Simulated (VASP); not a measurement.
# ZnAu in VASP: notebook

Runs on ZnAu. Level: PBEsol. Tasks: single point.

Everything below comes from runs of VASP 6.6.1. Logs are shortened: lines on timing, memory, paths and dates and some standing lists are left out, and cuts for length are marked.

### Step 1. The cell of the first run

The structure is cubic, space group Pm-3m (No. 221). Conventional cell: a = 3.168 Å, b = 3.168 Å, c = 3.168 Å, α = 90.00°, β = 90.00°, γ = 90.00°. Within 3.6 Å of Au (site symmetry m-3m) lie 8 Zn at 2.74 Å and 6 Au at 3.17 Å. Within 3.6 Å of Zn (site symmetry m-3m) lie 8 Au at 2.74 Å and 6 Zn at 3.17 Å.

### Step 2. Single point, PBEsol

The input, INCAR:

```
SYSTEM = ZnAu
  ALGO = Normal
  EDIFF = 1E-6
  ENCUT = 520
  GGA = PS
  ISIF = 2
  ISMEAR = -1
  LASPH = .TRUE.
  LCHARG = .FALSE.
  LREAL = .FALSE.
  LWAVE = .FALSE.
  NBANDS = 18
  NELM = 80
  PREC = Accurate
  SIGMA = 0.05
```

The input, KPOINTS:

```
k-points
0
G
  8 8 8
  0 0 0
```

The input, POSCAR:

```
ZnAu
1.0
    3.1678416670      0.0000000000      0.0000000000
    0.0000000000      3.1678416670      0.0000000000
    0.0000000000      0.0000000000      3.1678416670
Au Zn
1 1
Direct
    0.0000000000      0.0000000000      0.0000000000
    0.5000000000      0.5000000000      0.5000000000
```

Potentials or basis: VASP PAW PBE potentials, release 64 (Au, Zn).

On the command line:

```sh
> cat potpaw_PBE.64/Au/POTCAR potpaw_PBE.64/Zn/POTCAR > POTCAR
> mpirun -np 1 vasp_std > vasp.out
```

OUTCAR:

```text
SYSTEM = ZnAu
   EDIFF = 1E-6
   ENCUT = 520
   GGA = PS
   ISIF = 2
   ISMEAR = -1
   LASPH = .TRUE.
   LREAL = .FALSE.
   NELM = 80
   PREC = Accurate

 ion  position               nearest neighbor table
   1  0.000  0.000  0.000-   2 2.74   2 2.74   2 2.74   2 2.74   2 2.74   2 2.74   2 2.74   2 2.74

   2  0.500  0.500  0.500-   1 2.74   1 2.74   1 2.74   1 2.74   1 2.74   1 2.74   1 2.74   1 2.74

  LATTYP: Found a simple cubic cell.
 ALAT       =     3.1678416670

  Lattice vectors:

 A1 = (   3.1678416670,   0.0000000000,   0.0000000000)
 A2 = (   0.0000000000,   3.1678416670,   0.0000000000)
 A3 = (   0.0000000000,   0.0000000000,   3.1678416670)

Analysis of symmetry for initial positions (statically):
=====================================================================
 Subroutine PRICEL returns:
 Original cell was already a primitive cell.

 Routine SETGRP: Setting up the symmetry group for a
 simple cubic supercell.

 Subroutine GETGRP returns: Found 48 space group operations
 (whereof 48 operations were pure point group operations)
 out of a pool of 48 trial point group operations.

The static configuration has the point symmetry O_h .

Analysis of symmetry for dynamics (positions and initial velocities):
=====================================================================
 Subroutine PRICEL returns:
 Original cell was already a primitive cell.

 Routine SETGRP: Setting up the symmetry group for a
 simple cubic supercell.

 Subroutine GETGRP returns: Found 48 space group operations
 (whereof 48 operations were pure point group operations)
 out of a pool of 48 trial point group operations.

The dynamic configuration has the point symmetry O_h .

 Subroutine INISYM returns: Found 48 space group operations
 (whereof 48 operations are pure point group operations),
 and found     1 'primitive' translations

----------------------------------------------------------------------------------------

                                     Primitive cell

  volume of cell :      31.7900

  direct lattice vectors                    reciprocal lattice vectors
     3.167841667  0.000000000  0.000000000     0.315672343  0.000000000  0.000000000
     0.000000000  3.167841667  0.000000000     0.000000000  0.315672343  0.000000000
     0.000000000  0.000000000  3.167841667     0.000000000  0.000000000  0.315672343
[... 74 lines left out ...]
 SYSTEM =  ZnAu
   PREC   = accura    normal or accurate (medium, high low for compatibility)
   ISTART =      0    job   : 0-new  1-cont  2-samecut
   ICHARG =      2    charge: 1-file 2-atom 10-const
   ISPIN  =      1    spin polarized calculation?
   LNONCOLLINEAR =      F non collinear calculations
   LSORBIT =      F    spin-orbit coupling
   LASPH  =      T    aspherical Exc in radial PAW
   ENCUT  =  520.0 eV  38.22 Ry    6.18 a.u.   5.89  5.89  5.89*2*pi/ulx,y,z
   NELM   =     80;   NELMIN=  2; NELMDL= -5     # of ELM steps
   EDIFF  = 0.1E-05   stopping-criterion for ELM
   LREAL  =      F    real-space projection
   EDIFFG = 0.1E-04   stopping-criterion for IOM
   NSW    =      0    number of steps for IOM
   IBRION =     -1    ionic relax: 0-MD 1-quasi-New 2-CG
   NFREE  =      0    steps in history (QN), initial steepest desc. (CG)
   ISIF   =      2    stress and relaxation
   ISYM   =      2    0-nonsym 1-usesym 2-fastsym
   POTIM  = 0.5000    time-step for ionic-motion
   TEBEG  =    0.0;   TEEND  =   0.0 temperature during run
   PSTRESS=    0.0 pullay stress
   NELECT =      23.0000    total number of electrons
   NUPDOWN=      -1.0000    fix difference up-down
   EMIN   =  10.00;   EMAX   =-10.00  energy-range for DOS
   EFERMI =   0.00;   METHOD = LEGACY
   ISMEAR =    -1;   SIGMA  =   0.05  broadening in eV -4-tet -1-fermi 0-gaus
   EFERMI_NEDOS =   21; number of points for ismear=-14 and -15
   IALGO  =     38    algorithm
   IMIX   =      4    mixing-type and parameters
     AMIX     =   0.40;   BMIX     =  1.00
     AMIX_MAG =   1.60;   BMIX_MAG =  1.00
  volume/ion in A,a.u.               =      15.89       107.26
  Fermi-wavevector in a.u.,A,eV,Ry     =   1.469673  2.777279 29.387741  2.159938
  Thomas-Fermi vector in A             =   2.585022
   LORBIT       =      0    0 simple, 1 ext, 2 COOP (PROOUT), +10 PAW based schemes
   GGA     = PS    functional components
   LHFCALC =     F    Hartree Fock is set to
   AEXX    =    0.0000 exact exchange contribution
   IVDW    =     0    specifies the selected vdW correction
   LEPSILON=     F    determine dielectric tensor
   LRPA    =     F    only Hartree local field effects (RPA)
 non-spin polarized calculation
  energy-cutoff  :      520.00
  volume of cell :       31.79
 maximum number of plane-waves:       876
 NGX is ok and might be reduce to    24
   NGX = 11   NGY = 11   NGZ = 11

 number of electron      23.0000026 magnetization

 Free energy of the ion-electron system (eV)
  ---------------------------------------------------
  ext. energy  EPLUGINS =         0.00000000
  ---------------------------------------------------
  free energy    TOTEN  =        -5.94420570 eV

  energy without entropy =       -5.94231414  energy(sigma->0) =       -5.94325992

 E-fermi :   6.5403     XC(G=0): -12.4216

 val. band max:        6.3610782190   @ k =   0.5000   0.3750   0.2500
 cond. band min:       6.7341254480   @ k =   0.3750   0.3750   0.1250
 fundamental gap:      0.3730472289
 Fermi energy:         6.5402860778

 k-point     1 :       0.0000    0.0000    0.0000
  band No.  band energies     occupation
      1      -3.8082      2.00000
      2      -1.3290      2.00000
      3      -1.3290      2.00000
      4      -0.6737      2.00000
      5      -0.6737      2.00000
      6      -0.6737      2.00000
[... 481 lines left out ...]
      5      -0.4287      2.00000
      6       0.3775      2.00000
[... 10 lines left out ...]
     17      18.7647      0.00000
     18      20.8975      0.00000

 [... further k-points ...]
[... 5 lines left out ...]
  --------------------------------------------------------------------------------------
  -------------------------------------------------------------------------------------
  Total       -0.8934020     -0.8934020     -0.8934020      0.0000000     -0.0000000      0.0000000
  in kB      -45.0263857    -45.0263857    -45.0263857      0.0000000     -0.0000000      0.0000000
  external PRESSURE =     -45.0263857 kB  Pullay stress =       0.0000000 kB

 VOLUME and BASIS-vectors are now :
 -----------------------------------------------------------------------------
  energy-cutoff  :      520.00
  volume of cell :       31.79
      direct lattice vectors                 reciprocal lattice vectors
     3.167841667  0.000000000  0.000000000     0.315672343  0.000000000  0.000000000
     0.000000000  3.167841667  0.000000000     0.000000000  0.315672343  0.000000000
     0.000000000  0.000000000  3.167841667     0.000000000  0.000000000  0.315672343

 POSITION                                       TOTAL-FORCE (eV/Angst)
 -----------------------------------------------------------------------------------
      0.00000      0.00000      0.00000         0.000000      0.000000      0.000000
      1.58392      1.58392      1.58392         0.000000      0.000000      0.000000
 -----------------------------------------------------------------------------------
    total drift:                                0.000000      0.000000     -0.000000

  FREE ENERGIE OF THE ION-ELECTRON SYSTEM (eV)
  ---------------------------------------------------
  free  energy   TOTEN  =        -5.9442056968 eV

  energy  without entropy=       -5.9423141398  energy(sigma->0) =       -5.94325992
```

Run time: 5.1 s. Hardware: 1 thread of Intel Xeon 6975P-C (Granite Rapids), shared host; peak memory 0.15 GiB.

What came out:

```
Free energy            : -5.9442 eV
Pressure               : -4.5 GPa
Band gap on the k mesh : zero (an odd number of electrons rules out a gap without spin polarisation)
```

Caveat: the cell stands under tension; the PAW data sets were made with another functional, which shifts forces and pressure a little; spin-orbit coupling is left out, which moves the levels of the heavy elements.

### Step 3. Single point, PBEsol

This run uses another cell than the first one, of 16.21 Å³/atom.

The input, INCAR:

```
ALGO = Normal ; EDIFF = 1E-6
ENCUT = 520 ; GGA = PS
ISIF = 2 ; ISMEAR = -1
LASPH = T ; LCHARG = F
LREAL = F ; LWAVE = F
NBANDS = 18 ; NELM = 80
PREC = Accurate ; SIGMA = 0.05
```

The input, KPOINTS:

```
k-points
0
Gamma
  8 8 8
```

The input, POSCAR:

```
ZnAu
1.0
    3.1884126438      0.0000000000      0.0000000000
    0.0000000000      3.1884126438      0.0000000000
    0.0000000000      0.0000000000      3.1884126438
Au Zn
1 1
Direct
    0.0000000000      0.0000000000      0.0000000000
    0.5000000000      0.5000000000      0.5000000000
```

Potentials or basis: VASP PAW PBE potentials, release 64 (Au, Zn).

On the command line:

```sh
> cat potpaw_PBE.64/Au/POTCAR potpaw_PBE.64/Zn/POTCAR > POTCAR
> mpirun -np 1 vasp_std > vasp.out
```

Run time: 5 s. Hardware: 1 thread of Intel Xeon 6975P-C (Granite Rapids), shared host; peak memory 0.15 GiB.

The run converged. Its results:

* Free energy: -5.9229 eV
* Pressure: -6.7 GPa
* Band gap on the k mesh: zero (an odd number of electrons rules out a gap without spin polarisation)

Levels at points of the mesh, in eV from the Fermi level:
```csv
k point,band 9,band 10,band 11,band 12,band 13,band 14
"(0.00, 0.00, 0.00)",-3.52,-3.52,-3.52,5.03,5.03,5.03
"(0.50, 0.00, 0.00)",-4.61,-4.61,-3.66,-2.23,10.47,10.97
"(0.50, 0.50, 0.00)",-3.86,-2.96,-1.73,-1.73,0.81,2.40
"(0.50, 0.50, 0.50)",-2.91,-2.91,1.40,3.43,3.81,3.81
```

Caveat: the cell stands under tension; the PAW data sets were made with another functional, which shifts forces and pressure a little; spin-orbit coupling is left out, which moves the levels of the heavy elements.

[end of part 1 of 2]

The gap in the log of VASP goes by the Fermi energy; the results here count the filled bands.